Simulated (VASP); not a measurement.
# H (Cmce) in VASP: notebook

The runs below take H through single point, with PBEsol.

Program: VASP 6.6.1. These are calculated values, not measurements. Logs are shortened: lines on timing, memory, paths and dates and some standing lists are left out, and cuts for length are marked.

## Step 1: The cell of the first run

Symmetry: Cmce, No. 64, orthorhombic system. Conventional cell: a = 5.404 Å, b = 5.288 Å, c = 4.266 Å, α = 90.00°, β = 90.00°, γ = 90.00°. H (site symmetry m) has 1 H at 0.77 Å within 1.0 Å.

## Step 2: Single point, PBEsol (strain +0.030 along x and y, +0.030 along z)

INCAR

```
SYSTEM = H
ALGO = Normal ; EDIFF = 1E-6
ENCUT = 520 ; GGA = PS
ISIF = 2 ; ISMEAR = 0
LASPH = .True. ; LCHARG = .True.
LELF = .True. ; LREAL = .False.
LVHAR = .True. ; LWAVE = .False.
NBANDS = 10 ; NELM = 80
PREC = Accurate ; SIGMA = 0.05
```

KPOINTS

```
k-points
0
Gamma
  6 6 6
  0 0 0
```

POSCAR

```
H
1.0
    2.7021858213     -2.6439119613      0.0000000000
    2.7021858213      2.6439119613      0.0000000000
    0.0000000000      0.0000000000      4.2660725400
H
4
Direct
    0.9532956300      0.0467043700      0.0685088900
    0.4532956300      0.5467043700      0.4314911100
    0.5467043700      0.4532956300      0.5685088900
    0.0467043700      0.9532956300      0.9314911100
```

Potentials or basis: VASP PAW PBE potentials, release 64 (H).

On the command line:

```
$ cat potpaw_PBE.64/H/POTCAR > POTCAR
$ mpirun -np 1 vasp_std > vasp.out
```

OUTCAR:

```text
SYSTEM = H
   EDIFF = 1E-6
   ENCUT = 520
   GGA = PS
   ISIF = 2
   ISMEAR = 0
   LASPH = .True.
   LREAL = .False.
   NELM = 80
   PREC = Accurate

 ion  position               nearest neighbor table
   1  0.953  0.047  0.069-   4 0.77
   2  0.453  0.547  0.431-   3 0.77
   3  0.547  0.453  0.569-   2 0.77
   4  0.047  0.953  0.931-   1 0.77

  LATTYP: Found a base centered orthorhombic cell.
 ALAT       =     5.2878239226
 B/A-ratio  =     1.0220407717
 C/A-ratio  =     0.8067728053

  Lattice vectors:

 A1 = (  -2.7021858213,  -2.6439119613,   0.0000000000)
 A2 = (   2.7021858213,  -2.6439119613,   0.0000000000)
 A3 = (   0.0000000000,   0.0000000000,   4.2660725400)

Analysis of symmetry for initial positions (statically):
=====================================================================
 Subroutine PRICEL returns:
 Original cell was already a primitive cell.

 Routine SETGRP: Setting up the symmetry group for a
 base centered orthorhombic supercell.

 Subroutine GETGRP returns: Found  8 space group operations
 (whereof  4 operations were pure point group operations)
 out of a pool of  8 trial point group operations.

The static configuration has the point symmetry C_2h.
 The point group associated with its full space group is D_2h.

Analysis of symmetry for dynamics (positions and initial velocities):
=====================================================================
 Subroutine PRICEL returns:
 Original cell was already a primitive cell.

 Routine SETGRP: Setting up the symmetry group for a
 base centered orthorhombic supercell.

 Subroutine GETGRP returns: Found  8 space group operations
 (whereof  4 operations were pure point group operations)
 out of a pool of  8 trial point group operations.

The dynamic configuration has the point symmetry C_2h.
 The point group associated with its full space group is D_2h.

 Subroutine INISYM returns: Found  8 space group operations
 (whereof  4 operations are pure point group operations),
 and found     1 'primitive' translations

----------------------------------------------------------------------------------------

                                     Primitive cell

  volume of cell :      60.9566

  direct lattice vectors                    reciprocal lattice vectors
     2.702185821 -2.643911961  0.000000000     0.185035387 -0.189113710  0.000000000
     2.702185821  2.643911961  0.000000000     0.185035387  0.189113710  0.000000000
     0.000000000  0.000000000  4.266072540     0.000000000  0.000000000  0.234407641

  length of vectors
     3.780486566  3.780486566  4.266072540     0.264579081  0.264579081  0.234407641

  position of ions in fractional coordinates (direct lattice)
     0.953295630  0.046704370  0.068508890
     0.453295630  0.546704370  0.431491110
     0.546704370  0.453295630  0.568508890
     0.046704370  0.953295630  0.931491110

  ion indices of the primitive-cell ions
   primitive index   ion index
                 1           1
                 2           2
                 3           3
                 4           4

----------------------------------------------------------------------------------------

 KPOINTS: k-points

Automatic generation of k-mesh.
 Grid dimensions read from file:
 generate k-points for:    6    6    6

 Generating k-lattice:

  Cartesian coordinates                     Fractional coordinates (reciprocal lattice)
     0.030839231 -0.031518952  0.000000000     0.166666667  0.000000000  0.000000000
     0.030839231  0.031518952  0.000000000     0.000000000  0.166666667  0.000000000
     0.000000000  0.000000000  0.039067940     0.000000000  0.000000000  0.166666667

  Length of vectors
     0.044096513  0.044096513  0.039067940

  Shift w.r.t. Gamma in fractional coordinates (k-lattice)
     0.000000000  0.000000000  0.000000000

 Subroutine IBZKPT returns following result:
 ===========================================

 Found     52 irreducible k-points:

 Following reciprocal coordinates:
            Coordinates               Weight
  0.000000  0.000000  0.000000      1.000000
  0.166667  0.000000  0.000000      4.000000
  0.333333  0.000000  0.000000      4.000000
  0.500000  0.000000  0.000000      2.000000
  0.166667  0.166667  0.000000      2.000000
  0.333333  0.166667  0.000000      4.000000
[... 16 lines left out ...]
  0.333333  0.333333  0.166667      4.000000
  0.500000  0.333333  0.166667      8.000000
 [... further k-points ...]
   k-points           NKPTS =     52   k-points in BZ     NKDIM =     52   number of bands    NBANDS=     10
   number of dos      NEDOS =    301   number of ions     NIONS =      4
   total plane-waves  NPLWV =  25088
   dimension x,y,z NGX =    28 NGY =   28 NGZ =   32
   dimension x,y,z NGXF=    56 NGYF=   56 NGZF=   64
   ions per type =               4
   NGX,Y,Z   is equivalent  to a cutoff of  12.31, 12.31, 12.47 a.u.
   NGXF,Y,Z  is equivalent  to a cutoff of  24.63, 24.63, 24.94 a.u.
 SYSTEM =  H
   PREC   = accura    normal or accurate (medium, high low for compatibility)
   ISTART =      0    job   : 0-new  1-cont  2-samecut
   ICHARG =      2    charge: 1-file 2-atom 10-const
   ISPIN  =      1    spin polarized calculation?
   LNONCOLLINEAR =      F non collinear calculations
   LSORBIT =      F    spin-orbit coupling
   LASPH  =      T    aspherical Exc in radial PAW
   ENCUT  =  520.0 eV  38.22 Ry    6.18 a.u.   7.03  7.03  7.93*2*pi/ulx,y,z
   NELM   =     80;   NELMIN=  2; NELMDL= -5     # of ELM steps
   EDIFF  = 0.1E-05   stopping-criterion for ELM
   LREAL  =      F    real-space projection
   EDIFFG = 0.1E-04   stopping-criterion for IOM
   NSW    =      0    number of steps for IOM
   IBRION =     -1    ionic relax: 0-MD 1-quasi-New 2-CG
   NFREE  =      0    steps in history (QN), initial steepest desc. (CG)
   ISIF   =      2    stress and relaxation
   ISYM   =      2    0-nonsym 1-usesym 2-fastsym
   POTIM  = 0.5000    time-step for ionic-motion
   TEBEG  =    0.0;   TEEND  =   0.0 temperature during run
   PSTRESS=    0.0 pullay stress
   NELECT =       4.0000    total number of electrons
   NUPDOWN=      -1.0000    fix difference up-down
   EMIN   =  10.00;   EMAX   =-10.00  energy-range for DOS
   EFERMI =   0.00;   METHOD = LEGACY
   ISMEAR =     0;   SIGMA  =   0.05  broadening in eV -4-tet -1-fermi 0-gaus
   EFERMI_NEDOS =   21; number of points for ismear=-14 and -15
   IALGO  =     38    algorithm
   IMIX   =      4    mixing-type and parameters
     AMIX     =   0.40;   BMIX     =  1.00
     AMIX_MAG =   1.60;   BMIX_MAG =  1.00
  volume/ion in A,a.u.               =      15.24       102.84
  Fermi-wavevector in a.u.,A,eV,Ry     =   0.660320  1.247825  5.932453  0.436023
  Thomas-Fermi vector in A             =   1.732731
   LORBIT       =      0    0 simple, 1 ext, 2 COOP (PROOUT), +10 PAW based schemes
   GGA     = PS    functional components
   LHFCALC =     F    Hartree Fock is set to
   AEXX    =    0.0000 exact exchange contribution
   IVDW    =     0    specifies the selected vdW correction
   LEPSILON=     F    determine dielectric tensor
   LRPA    =     F    only Hartree local field effects (RPA)
 non-spin polarized calculation
 Gauss-broadening in eV      SIGMA  =   0.05
  energy-cutoff  :      520.00
  volume of cell :       60.96
 maximum number of plane-waves:      1656
   NGX = 15   NGY = 15   NGZ = 15

 number of electron       4.0000004 magnetization

 Free energy of the ion-electron system (eV)
  ---------------------------------------------------
  ext. energy  EPLUGINS =         0.00000000
  ---------------------------------------------------
  free energy    TOTEN  =       -13.05614111 eV

  energy without entropy =      -13.05614111  energy(sigma->0) =      -13.05614111

 E-fermi :  -8.2709     XC(G=0):  -4.6932

 val. band max:       -8.4713178878   @ k =   0.0000   0.0000   0.0000
 cond. band min:       0.5860714255   @ k =   0.5000   0.0000   0.5000
 fundamental gap:      9.0573893133
 Fermi energy:        -8.2708928703

 k-point     1 :       0.0000    0.0000    0.0000
  band No.  band energies     occupation
      1     -10.0654      2.00000
      2      -8.4713      2.00000
      3       2.5419      0.00000
      4       3.7033      0.00000
      5       4.1694      0.00000
      6       6.2754      0.00000
      7       6.5711      0.00000
      8       7.9563      0.00000
      9       9.7281      0.00000
     10      10.4594      0.00000

 k-point     2 :       0.1667    0.0000    0.0000
  band No.  band energies     occupation
      1      -9.9347      2.00000
      2      -8.5354      2.00000
      3       2.6240      0.00000
      4       3.4480      0.00000
      5       3.5325      0.00000
      6       5.6231      0.00000
      7       7.1830      0.00000
      8       8.8013      0.00000
      9      10.3154      0.00000
     10      10.3783      0.00000

 k-point     3 :       0.3333    0.0000    0.0000
  band No.  band energies     occupation
      1      -9.5849      2.00000
      2      -8.7544      2.00000
      3       2.3358      0.00000
      4       2.3768      0.00000
      5       3.8861      0.00000
      6       5.6788      0.00000
      7       7.7297      0.00000
      8       8.2043      0.00000
      9       9.4953      0.00000
     10      11.3764      0.00000
[... 248 lines left out ...]
 k-point    23 :       0.3333    0.3333    0.1667
  band No.  band energies     occupation
      1      -9.2405      2.00000
      2      -8.7601      2.00000
      3       1.4754      0.00000
      4       2.2706      0.00000
      5       3.0861      0.00000
      6       6.1528      0.00000
      7       6.4197      0.00000
      8       8.0915      0.00000
      9       9.5701      0.00000
     10       9.7025      0.00000

 k-point    24 :       0.5000    0.3333    0.1667
  band No.  band energies     occupation
      1      -9.0095      2.00000
      2      -8.8937      2.00000
      3       1.1958      0.00000
      4       2.0834      0.00000
      5       3.7214      0.00000
      6       5.0567      0.00000
      7       6.9753      0.00000
      8       8.3019      0.00000
      9       8.6475      0.00000
     10       8.9877      0.00000

 [... further k-points ...]

------------------------ aborting loop because EDIFF is reached ----------------------------------------

  FORCE on cell =-STRESS in cart. coord.  units (eV):
  Direction    XX          YY          ZZ          XY          YZ          ZX
  --------------------------------------------------------------------------------------
  -------------------------------------------------------------------------------------
  Total       -0.0539411     -0.2009432     -0.2288887      0.0000000      0.0000000      0.0000000
  in kB       -1.4177840     -5.2815741     -6.0160916      0.0000000      0.0000000      0.0000000
  external PRESSURE =      -4.2384832 kB  Pullay stress =       0.0000000 kB

 VOLUME and BASIS-vectors are now :
 -----------------------------------------------------------------------------
  energy-cutoff  :      520.00
  volume of cell :       60.96
      direct lattice vectors                 reciprocal lattice vectors
     2.702185821 -2.643911961  0.000000000     0.185035387 -0.189113710  0.000000000
     2.702185821  2.643911961  0.000000000     0.185035387  0.189113710  0.000000000
     0.000000000  0.000000000  4.266072540     0.000000000  0.000000000  0.234407641

 POSITION                                       TOTAL-FORCE (eV/Angst)
 -----------------------------------------------------------------------------------
      2.70219     -2.39695      0.29226         0.000000     -0.122600     -0.144734
      2.70219      0.24696      1.84077         0.000000     -0.122600      0.144734
      2.70219     -0.24696      2.42530         0.000000      0.122600     -0.144734
      2.70219      2.39695      3.97381         0.000000      0.122600      0.144734
 -----------------------------------------------------------------------------------
    total drift:                                0.000000     -0.000000      0.000000

  FREE ENERGIE OF THE ION-ELECTRON SYSTEM (eV)
  ---------------------------------------------------
  free  energy   TOTEN  =       -13.0561411139 eV

  energy  without entropy=      -13.0561411139  energy(sigma->0) =      -13.05614111
```

It took 14 s on 1 thread of Intel Xeon Platinum 8375C at 2.90GHz (Ice Lake), shared host; peak memory 0.17 GiB.

What came out:

```
Free energy            : -13.0561 eV
Pressure               : -0.4 GPa
Largest force          : 0.190 eV/Å
Band gap on the k mesh : 9.06 eV (least direct gap 9.60 eV)
```

Forces on the atoms (eV/Å):
```
H    0.000 -0.123 -0.145
H    0.000 -0.123  0.145
H    0.000  0.123 -0.145
H    0.000  0.123  0.145
```

Levels at points of the mesh, in eV from the valence-band top:
```tsv
k point	band 1	band 2	band 3	band 4	band 5
(0.00, 0.00, 0.00)	-1.59	0.00	11.01	12.17	12.64
(0.50, 0.00, 0.00)	-0.67	-0.67	10.50	10.50	13.38
(0.50, 0.50, 0.00)	-0.52	-0.37	9.35	10.20	13.55
(0.00, 0.00, 0.50)	-0.79	-0.79	10.17	10.17	15.03
(0.50, 0.00, 0.50)	-0.55	-0.55	9.06	9.06	15.36
(0.50, 0.50, 0.50)	-0.36	-0.36	10.66	10.66	12.24
```

Caveat: the cell differs from its parent crystal (strain +0.030 along x and y, +0.030 along z); this functional lacks dispersion, which holds the molecules together, so the pressure and a relaxed volume are unreliable; the PAW data sets were made with another functional, which shifts forces and pressure a little.

## Step 3: Single point, PBEsol (strain +0.030 along x and y, +0.015 along z)

INCAR

```
ALGO = Normal ; EDIFF = 1E-7
ENCUT = 520 ; GGA = PS
ISIF = 2 ; ISMEAR = 0
LASPH = T ; LCHARG = T
LELF = T ; LREAL = F
LVHAR = T ; LWAVE = F
NBANDS = 10 ; NELM = 80
PREC = Accurate ; SIGMA = 0.05
```

KPOINTS

```
k-points
0
Gamma
  6 6 6
```

Edit POSCAR of step 2 so:

```diff
@@ -4,3 +4,3 @@
     2.7021858213      2.6439119613      0.0000000000
-    0.0000000000      0.0000000000      4.2660725400
+    0.0000000000      0.0000000000      4.2039452700
 H
```

Potentials or basis: VASP PAW PBE potentials, release 64 (H).

On the command line:

```
$ cat potpaw_PBE.64/H/POTCAR > POTCAR
$ mpirun -np 1 vasp_std > vasp.out
```

Wall time 15 s (1 thread of Intel Xeon Platinum 8375C at 2.90GHz (Ice Lake), shared host); peak memory 0.16 GiB.

Results (log left out):

```yaml
Free_energy: -13.0573 eV
Pressure: -0.1 GPa
Largest_force: 0.021 eV/Å
Band_gap_on_the_k_mesh: 9.10 eV (least direct gap 9.66 eV)
```

Forces on the atoms (eV/Å):
```
H    0.000  0.013  0.016
H    0.000  0.013 -0.016
H    0.000 -0.013  0.016
H    0.000 -0.013 -0.016
```

Levels at points of the mesh, in eV from the valence-band top:
| k point | band 1 | band 2 | band 3 | band 4 | band 5 |
| --- | --- | --- | --- | --- | --- |
| (0.00, 0.00, 0.00) | -1.63 | 0.00 | 11.21 | 12.24 | 12.65 |
| (0.50, 0.00, 0.00) | -0.69 | -0.69 | 10.56 | 10.56 | 13.54 |
| (0.50, 0.50, 0.00) | -0.55 | -0.39 | 9.35 | 10.19 | 13.74 |
| (0.00, 0.00, 0.50) | -0.80 | -0.80 | 10.21 | 10.21 | 15.08 |
| (0.50, 0.00, 0.50) | -0.56 | -0.56 | 9.10 | 9.10 | 15.43 |
| (0.50, 0.50, 0.50) | -0.38 | -0.38 | 10.71 | 10.71 | 12.29 |

Caveat: the cell differs from its parent crystal (strain +0.030 along x and y, +0.015 along z); this functional lacks dispersion, which holds the molecules together, so the pressure and a relaxed volume are unreliable; the PAW data sets were made with another functional, which shifts forces and pressure a little. A k mesh can miss the band edges.
